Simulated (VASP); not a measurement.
# MgSe (Fm-3m) in VASP: notebook

MgSe is run at these levels: PBEsol; tasks: single point.

All numbers are computed with VASP 6.6.1; they aren't measurements. Logs are shortened: lines on timing, memory, paths and dates and some standing lists are left out, and cuts for length are marked.

**1. The cell of the first run**

It takes space group Fm-3m (No. 225, cubic). The conventional cell has a = 5.593 Å, b = 5.593 Å, c = 5.593 Å, α = 90.00°, β = 90.00°, γ = 90.00°. Within 3.7 Å of Mg (site symmetry m-3m) lie 6 Se at 2.80 Å. Se (site symmetry m-3m) has 6 Mg at 2.80 Å within 3.7 Å.

**2. Single point, PBEsol**

File INCAR:

```
SYSTEM = MgSe
PREC = Accurate
ENCUT = 600
EDIFF = 1E-6
ISMEAR = 0
SIGMA = 0.01
LREAL = .False.
LASPH = .True.
NELM = 120
ALGO = Normal
ISIF = 2
LWAVE = .False.
LCHARG = .True.
GGA = PS
LELF = .True.
LVHAR = .True.
NBANDS = 11
GGA_COMPAT = .False.
```

File KPOINTS:

```
Automatic mesh
0
Gamma
  5 5 5
  0 0 0
```

File POSCAR:

```
MgSe
1.0
    0.0000000000      2.7963236656      2.7963236656
    2.7963236656      0.0000000000      2.7963236656
    2.7963236656      2.7963236656      0.0000000000
Mg Se
1 1
Direct
    0.0000000000      0.0000000000      0.0000000000
    0.5000000000      0.5000000000      0.5000000000
```

Potentials or basis: VASP PAW PBE potentials, release 64 (Mg, Se).

On the command line:

```console
$ cat potpaw_PBE.64/Mg/POTCAR potpaw_PBE.64/Se/POTCAR > POTCAR
$ mpirun -np 1 vasp_std > vasp.out
```

OUTCAR:

```text
SYSTEM = MgSe
   PREC = Accurate
   ENCUT = 600
   EDIFF = 1E-6
   ISMEAR = 0
   LREAL = .False.
   LASPH = .True.
   NELM = 120
   ISIF = 2
   GGA = PS

 ion  position               nearest neighbor table
   1  0.000  0.000  0.000-   2 2.80   2 2.80   2 2.80   2 2.80   2 2.80   2 2.80
   2  0.500  0.500  0.500-   1 2.80   1 2.80   1 2.80   1 2.80   1 2.80   1 2.80

  LATTYP: Found a face centered cubic cell.
 ALAT       =     5.5926473312

  Lattice vectors:

 A1 = (   0.0000000000,   2.7963236656,   2.7963236656)
 A2 = (   2.7963236656,   0.0000000000,   2.7963236656)
 A3 = (   2.7963236656,   2.7963236656,   0.0000000000)

Analysis of symmetry for initial positions (statically):
=====================================================================
 Subroutine PRICEL returns:
 Original cell was already a primitive cell.

 Routine SETGRP: Setting up the symmetry group for a
 face centered cubic supercell.

 Subroutine GETGRP returns: Found 48 space group operations
 (whereof 48 operations were pure point group operations)
 out of a pool of 48 trial point group operations.

The static configuration has the point symmetry O_h .

Analysis of symmetry for dynamics (positions and initial velocities):
=====================================================================
 Subroutine PRICEL returns:
 Original cell was already a primitive cell.

 Routine SETGRP: Setting up the symmetry group for a
 face centered cubic supercell.

 Subroutine GETGRP returns: Found 48 space group operations
 (whereof 48 operations were pure point group operations)
 out of a pool of 48 trial point group operations.

The dynamic configuration has the point symmetry O_h .

 Subroutine INISYM returns: Found 48 space group operations
 (whereof 48 operations are pure point group operations),
 and found     1 'primitive' translations

----------------------------------------------------------------------------------------

                                     Primitive cell

  volume of cell :      43.7313

  direct lattice vectors                    reciprocal lattice vectors
     0.000000000  2.796323666  2.796323666    -0.178806197  0.178806197  0.178806197
     2.796323666  0.000000000  2.796323666     0.178806197 -0.178806197  0.178806197
     2.796323666  2.796323666  0.000000000     0.178806197  0.178806197 -0.178806197

  length of vectors
     3.954598853  3.954598853  3.954598853     0.309701418  0.309701418  0.309701418

  position of ions in fractional coordinates (direct lattice)
     0.000000000  0.000000000  0.000000000
     0.500000000  0.500000000  0.500000000

  ion indices of the primitive-cell ions
   primitive index   ion index
                 1           1
                 2           2

----------------------------------------------------------------------------------------

 KPOINTS: Automatic mesh

Automatic generation of k-mesh.
 Grid dimensions read from file:
 generate k-points for:    5    5    5

 Generating k-lattice:

  Cartesian coordinates                     Fractional coordinates (reciprocal lattice)
    -0.035761239  0.035761239  0.035761239     0.200000000  0.000000000  0.000000000
     0.035761239 -0.035761239  0.035761239     0.000000000  0.200000000  0.000000000
     0.035761239  0.035761239 -0.035761239     0.000000000  0.000000000  0.200000000

  Length of vectors
     0.061940284  0.061940284  0.061940284

  Shift w.r.t. Gamma in fractional coordinates (k-lattice)
     0.000000000  0.000000000  0.000000000

 Subroutine IBZKPT returns following result:
 ===========================================

 Found     10 irreducible k-points:

 Following reciprocal coordinates:
            Coordinates               Weight
  0.000000  0.000000  0.000000      1.000000
  0.200000  0.000000  0.000000      8.000000
  0.400000  0.000000  0.000000      8.000000
  0.200000  0.200000  0.000000      6.000000
  0.400000  0.200000  0.000000     24.000000
 -0.400000  0.200000  0.000000     24.000000
 -0.200000  0.200000  0.000000     12.000000
  0.400000  0.400000  0.000000      6.000000
 -0.400000  0.400000  0.000000     12.000000
 -0.400000  0.400000  0.200000     24.000000
   k-points           NKPTS =     10   k-points in BZ     NKDIM =     10   number of bands    NBANDS=     11
   number of dos      NEDOS =    301   number of ions     NIONS =      2
   total plane-waves  NPLWV =  32768
   dimension x,y,z NGX =    32 NGY =   32 NGZ =   32
   dimension x,y,z NGXF=    64 NGYF=   64 NGZF=   64
   ions per type =               1   1
   NGX,Y,Z   is equivalent  to a cutoff of  13.45, 13.45, 13.45 a.u.
   NGXF,Y,Z  is equivalent  to a cutoff of  26.90, 26.90, 26.90 a.u.
 SYSTEM =  MgSe
   PREC   = accura    normal or accurate (medium, high low for compatibility)
   ISTART =      0    job   : 0-new  1-cont  2-samecut
   ICHARG =      2    charge: 1-file 2-atom 10-const
   ISPIN  =      1    spin polarized calculation?
   LNONCOLLINEAR =      F non collinear calculations
   LSORBIT =      F    spin-orbit coupling
   LASPH  =      T    aspherical Exc in radial PAW
   ENCUT  =  600.0 eV  44.10 Ry    6.64 a.u.   7.90  7.90  7.90*2*pi/ulx,y,z
   NELM   =    120;   NELMIN=  2; NELMDL= -5     # of ELM steps
   EDIFF  = 0.1E-05   stopping-criterion for ELM
   LREAL  =      F    real-space projection
   EDIFFG = 0.1E-04   stopping-criterion for IOM
   NSW    =      0    number of steps for IOM
   IBRION =     -1    ionic relax: 0-MD 1-quasi-New 2-CG
   NFREE  =      0    steps in history (QN), initial steepest desc. (CG)
   ISIF   =      2    stress and relaxation
   ISYM   =      2    0-nonsym 1-usesym 2-fastsym
   POTIM  = 0.5000    time-step for ionic-motion
   TEBEG  =    0.0;   TEEND  =   0.0 temperature during run
   PSTRESS=    0.0 pullay stress
   NELECT =       8.0000    total number of electrons
   NUPDOWN=      -1.0000    fix difference up-down
   EMIN   =  10.00;   EMAX   =-10.00  energy-range for DOS
   EFERMI =   0.00;   METHOD = LEGACY
   ISMEAR =     0;   SIGMA  =   0.01  broadening in eV -4-tet -1-fermi 0-gaus
   EFERMI_NEDOS =   21; number of points for ismear=-14 and -15
   IALGO  =     38    algorithm
   IMIX   =      4    mixing-type and parameters
     AMIX     =   0.40;   BMIX     =  1.00
     AMIX_MAG =   1.60;   BMIX_MAG =  1.00
  volume/ion in A,a.u.               =      21.87       147.56
  Fermi-wavevector in a.u.,A,eV,Ry     =   0.929339  1.756196 11.750951  0.863671
  Thomas-Fermi vector in A             =   2.055611
   LORBIT       =      0    0 simple, 1 ext, 2 COOP (PROOUT), +10 PAW based schemes
   GGA     = PS    functional components
   LHFCALC =     F    Hartree Fock is set to
   AEXX    =    0.0000 exact exchange contribution
   IVDW    =     0    specifies the selected vdW correction
   LEPSILON=     F    determine dielectric tensor
   LRPA    =     F    only Hartree local field effects (RPA)
 non-spin polarized calculation
 Gauss-broadening in eV      SIGMA  =   0.01
  energy-cutoff  :      600.00
  volume of cell :       43.73
 maximum number of plane-waves:      1476
   NGX = 15   NGY = 15   NGZ = 15

 number of electron       8.0000000 magnetization

 Free energy of the ion-electron system (eV)
  ---------------------------------------------------
  ext. energy  EPLUGINS =         0.00000000
  ---------------------------------------------------
  free energy    TOTEN  =        -8.04093736 eV

  energy without entropy =       -8.04093736  energy(sigma->0) =       -8.04093736

 E-fermi :   2.5802     XC(G=0):  -9.3094

 val. band max:        2.5319404302   @ k =   0.0000   0.0000   0.0000
 cond. band min:       4.5425630282   @ k =   0.0000   0.0000   0.0000
 fundamental gap:      2.0106225980
 Fermi energy:         2.5802490310

 k-point     1 :       0.0000    0.0000    0.0000
  band No.  band energies     occupation
      1     -10.0340      2.00000
      2       2.5319      2.00000
      3       2.5319      2.00000
      4       2.5319      2.00000
      5       4.5426      0.00000
      6       9.8736      0.00000
      7       9.8736      0.00000
      8       9.8736      0.00000
      9      12.3220      0.00000
     10      12.3220      0.00000
     11      13.2111      0.00000

 k-point     2 :       0.2000    0.0000    0.0000
  band No.  band energies     occupation
      1      -9.7499      2.00000
      2       0.3174      2.00000
      3       2.3352      2.00000
      4       2.3352      2.00000
      5       6.1247      0.00000
      6       9.5359      0.00000
      7       9.7725      0.00000
      8       9.7725      0.00000
      9      11.3970      0.00000
     10      11.3970      0.00000
     11      12.3215      0.00000

 k-point     3 :       0.4000    0.0000    0.0000
  band No.  band energies     occupation
      1      -9.1915      2.00000
      2      -1.7490      2.00000
      3       2.0666      2.00000
      4       2.0666      2.00000
      5       6.1922      0.00000
      6       8.6251      0.00000
      7       8.6251      0.00000
      8      10.5510      0.00000
      9      12.6410      0.00000
     10      14.1586      0.00000
     11      14.1586      0.00000

 k-point     4 :       0.2000    0.2000    0.0000
  band No.  band energies     occupation
      1      -9.6588      2.00000
      2       0.4489      2.00000
      3       1.8460      2.00000
      4       1.8460      2.00000
      5       6.6325      0.00000
      6       8.1319      0.00000
      7       8.9824      0.00000
      8      11.1980      0.00000
      9      11.1980      0.00000
     10      12.9435      0.00000
     11      14.5634      0.00000
[... 43 lines left out ...]
 k-point     8 :       0.4000    0.4000    0.0000
  band No.  band energies     occupation
      1      -8.9458      2.00000
      2      -1.1621      2.00000
      3       1.0241      2.00000
      4       1.0241      2.00000
      5       4.5568      0.00000
      6       6.7482      0.00000
      7      12.2659      0.00000
      8      13.3765      0.00000
      9      13.3765      0.00000
     10      14.4450      0.00000
     11      18.7273      0.00000

 k-point     9 :      -0.4000    0.4000    0.0000
  band No.  band energies     occupation
      1      -8.8004      2.00000
      2      -1.0898      2.00000
      3      -0.2108      2.00000
      4       1.1200      2.00000
      5       5.1027      0.00000
      6       7.9733      0.00000
      7      11.6257      0.00000
      8      12.3036      0.00000
      9      12.6866      0.00000
     10      15.7043      0.00000
     11      17.6336      0.00000

 k-point    10 :      -0.4000    0.4000    0.2000
  band No.  band energies     occupation
      1      -8.8681      2.00000
      2      -1.0339      2.00000
      3      -0.0167      2.00000
      4       0.7975      2.00000
      5       6.5880      0.00000
      6       8.8743      0.00000
      7       8.9905      0.00000
      8      11.4386      0.00000
      9      13.8877      0.00000
     10      14.2651      0.00000
     11      17.4059      0.00000

------------------------ aborting loop because EDIFF is reached ----------------------------------------

  FORCE on cell =-STRESS in cart. coord.  units (eV):
  Direction    XX          YY          ZZ          XY          YZ          ZX
  --------------------------------------------------------------------------------------
  -------------------------------------------------------------------------------------
  Total       -1.1667064     -1.1667064     -1.1667064      0.0000000      0.0000000     -0.0000000
  in kB      -42.7444622    -42.7444622    -42.7444622      0.0000000      0.0000000     -0.0000000
  external PRESSURE =     -42.7444622 kB  Pullay stress =       0.0000000 kB

 VOLUME and BASIS-vectors are now :
 -----------------------------------------------------------------------------
  energy-cutoff  :      600.00
  volume of cell :       43.73
      direct lattice vectors                 reciprocal lattice vectors
     0.000000000  2.796323666  2.796323666    -0.178806197  0.178806197  0.178806197
     2.796323666  0.000000000  2.796323666     0.178806197 -0.178806197  0.178806197
     2.796323666  2.796323666  0.000000000     0.178806197  0.178806197 -0.178806197

 POSITION                                       TOTAL-FORCE (eV/Angst)
 -----------------------------------------------------------------------------------
      0.00000      0.00000      0.00000        -0.000000     -0.000000     -0.000000
      2.79632      2.79632      2.79632         0.000000      0.000000      0.000000
 -----------------------------------------------------------------------------------
    total drift:                               -0.000000     -0.000000      0.000000

  FREE ENERGIE OF THE ION-ELECTRON SYSTEM (eV)
  ---------------------------------------------------
  free  energy   TOTEN  =        -8.0409373552 eV

  energy  without entropy=       -8.0409373552  energy(sigma->0) =       -8.04093736
```

Run time: 5.8 s. Hardware: 1 thread of Intel Xeon Platinum 8559C (Emerald Rapids), shared host; peak memory 0.17 GiB.

What came out:

| Item | Value |
| --- | --- |
| Free energy | -8.0409 eV |
| Pressure | -4.3 GPa |
| Band gap on the k mesh | 2.01 eV, direct |

Levels at points of the mesh, in eV from the valence-band top:
```tsv
k point	band 2	band 3	band 4	band 5	band 6	band 7
(0.00, 0.00, 0.00)	0.00	0.00	0.00	2.01	7.34	7.34
```

Caveat: the PAW data sets were made with another functional, which shifts forces and pressure a little.

**3. Single point, PBEsol**

This run uses another cell than the first one, of 22.68 Å³/atom, 1.037 times its volume.

File INCAR:

```
SYSTEM = MgSe
ALGO = Normal
EDIFF = 1E-6
ENCUT = 600
GGA = PS
GGA_COMPAT = .FALSE.
ISIF = 2
ISMEAR = 0
LASPH = .TRUE.
LCHARG = .FALSE.
LREAL = .FALSE.
LWAVE = .FALSE.
NBANDS = 11
NELM = 120
PREC = Accurate
SIGMA = 0.01
```

File KPOINTS:

```
k-points
0
G
  5 5 5
  0 0 0
```

File POSCAR:

```
MgSe
1.0
    0.0000000000      2.8304285349      2.8304285349
    2.8304285349      0.0000000000      2.8304285349
    2.8304285349      2.8304285349      0.0000000000
Mg Se
1 1
Direct
    0.0000000000      0.0000000000      0.0000000000
    0.5000000000      0.5000000000      0.5000000000
```

Potentials or basis: VASP PAW PBE potentials, release 64 (Mg, Se).

On the command line:

```console
$ cat potpaw_PBE.64/Mg/POTCAR potpaw_PBE.64/Se/POTCAR > POTCAR
$ mpirun -np 1 vasp_std > vasp.out
```

OUTCAR:

```text
SYSTEM = MgSe
   EDIFF = 1E-6
   ENCUT = 600
   GGA = PS
   ISIF = 2
   ISMEAR = 0
   LASPH = .TRUE.
   LREAL = .FALSE.
   NELM = 120
   PREC = Accurate

 ion  position               nearest neighbor table
   1  0.000  0.000  0.000-   2 2.83   2 2.83   2 2.83   2 2.83   2 2.83   2 2.83
   2  0.500  0.500  0.500-   1 2.83   1 2.83   1 2.83   1 2.83   1 2.83   1 2.83

  LATTYP: Found a face centered cubic cell.
 ALAT       =     5.6608570698

  Lattice vectors:

 A1 = (   0.0000000000,   2.8304285349,   2.8304285349)
 A2 = (   2.8304285349,   0.0000000000,   2.8304285349)
 A3 = (   2.8304285349,   2.8304285349,   0.0000000000)

Analysis of symmetry for initial positions (statically):
=====================================================================
 Subroutine PRICEL returns:
 Original cell was already a primitive cell.

 Routine SETGRP: Setting up the symmetry group for a
 face centered cubic supercell.

 Subroutine GETGRP returns: Found 48 space group operations
 (whereof 48 operations were pure point group operations)
 out of a pool of 48 trial point group operations.

The static configuration has the point symmetry O_h .

[... 154 lines left out ...]
      1     -10.1363      2.00000
      2       2.2556      2.00000
      3       2.2556      2.00000
      4       2.2556      2.00000
      5       4.0572      0.00000
      6       9.5989      0.00000
      7       9.5989      0.00000
      8       9.5989      0.00000
      9      11.9753      0.00000
     10      11.9753      0.00000
     11      12.6715      0.00000
[... 113 lines left out ...]
 k-point    10 :      -0.4000    0.4000    0.2000
  band No.  band energies     occupation
      1      -9.0639      2.00000
      2      -1.1599      2.00000
      3      -0.1650      2.00000
      4       0.6057      2.00000
      5       6.1904      0.00000
      6       8.4874      0.00000
      7       8.6901      0.00000
      8      10.9644      0.00000
      9      13.3647      0.00000
     10      13.7844      0.00000
     11      16.8170      0.00000

------------------------ aborting loop because EDIFF is reached ----------------------------------------

  FORCE on cell =-STRESS in cart. coord.  units (eV):
  Direction    XX          YY          ZZ          XY          YZ          ZX
  --------------------------------------------------------------------------------------
  -------------------------------------------------------------------------------------
  Total       -1.6546608     -1.6546608     -1.6546608      0.0000000      0.0000000      0.0000000
  in kB      -58.4565245    -58.4565245    -58.4565245      0.0000000      0.0000000      0.0000000
  external PRESSURE =     -58.4565245 kB  Pullay stress =       0.0000000 kB

 VOLUME and BASIS-vectors are now :
 -----------------------------------------------------------------------------
  energy-cutoff  :      600.00
  volume of cell :       45.35
      direct lattice vectors                 reciprocal lattice vectors
     0.000000000  2.830428535  2.830428535    -0.176651696  0.176651696  0.176651696
     2.830428535  0.000000000  2.830428535     0.176651696 -0.176651696  0.176651696
     2.830428535  2.830428535  0.000000000     0.176651696  0.176651696 -0.176651696

 POSITION                                       TOTAL-FORCE (eV/Angst)
 -----------------------------------------------------------------------------------
      0.00000      0.00000      0.00000         0.000000     -0.000000      0.000000
      2.83043      2.83043      2.83043        -0.000000      0.000000     -0.000000
 -----------------------------------------------------------------------------------
    total drift:                               -0.000000     -0.000000      0.000000

  FREE ENERGIE OF THE ION-ELECTRON SYSTEM (eV)
  ---------------------------------------------------
  free  energy   TOTEN  =        -7.9895661014 eV

  energy  without entropy=       -7.9895661014  energy(sigma->0) =       -7.98956610
```

OSZICAR:

```text
N       E                     dE             d eps       ncg     rms          rms(c)
DAV:   1     0.244243496898E+02    0.24424E+02   -0.36526E+03   228   0.651E+02
DAV:   2    -0.648268146840E+01   -0.30907E+02   -0.29958E+02   277   0.101E+02
DAV:   3    -0.833548401904E+01   -0.18528E+01   -0.18497E+01   276   0.247E+01
DAV:   4    -0.834596753911E+01   -0.10484E-01   -0.10483E-01   237   0.225E+00
DAV:   5    -0.834603897286E+01   -0.71434E-04   -0.71434E-04   262   0.180E-01    0.277E+00
DAV:   6    -0.804488619771E+01    0.30115E+00   -0.55884E-01   238   0.261E+00    0.166E+00
DAV:   7    -0.799322674810E+01    0.51659E-01   -0.21101E-01   244   0.172E+00    0.847E-01
DAV:   8    -0.798972447627E+01    0.35023E-02   -0.11066E-02   238   0.530E-01    0.248E-01
DAV:   9    -0.798958585589E+01    0.13862E-03   -0.34295E-04   241   0.916E-02    0.144E-01
DAV:  10    -0.798956938501E+01    0.16471E-04   -0.24092E-04   232   0.597E-02    0.298E-02
DAV:  11    -0.798956610032E+01    0.32847E-05   -0.11726E-05   241   0.158E-02    0.853E-03
DAV:  12    -0.798956610144E+01   -0.11201E-08   -0.70246E-07   137   0.429E-03
   1 F= -.79895661E+01 E0= -.79895661E+01  d E =-.692951E-18
```

Wall time 6 s (1 thread of Intel Xeon Platinum 8559C (Emerald Rapids), shared host); peak memory 0.17 GiB.

What came out:

| Quantity | Value |
| --- | --- |
| Free energy | -7.9896 eV |
| Pressure | -5.8 GPa |
| Band gap on the k mesh | 1.80 eV, direct |

Levels at points of the mesh, in eV from the valence-band top:
| k point | band 1 | band 2 | band 3 | band 4 | band 5 | band 6 | band 7 | band 8 | band 9 |
| --- | --- | --- | --- | --- | --- | --- | --- | --- | --- |
| (0.00, 0.00, 0.00) | -12.39 | 0.00 | 0.00 | 0.00 | 1.80 | 7.34 | 7.34 | 7.34 | 9.72 |

Caveat: the PAW data sets were made with another functional, which shifts forces and pressure a little.
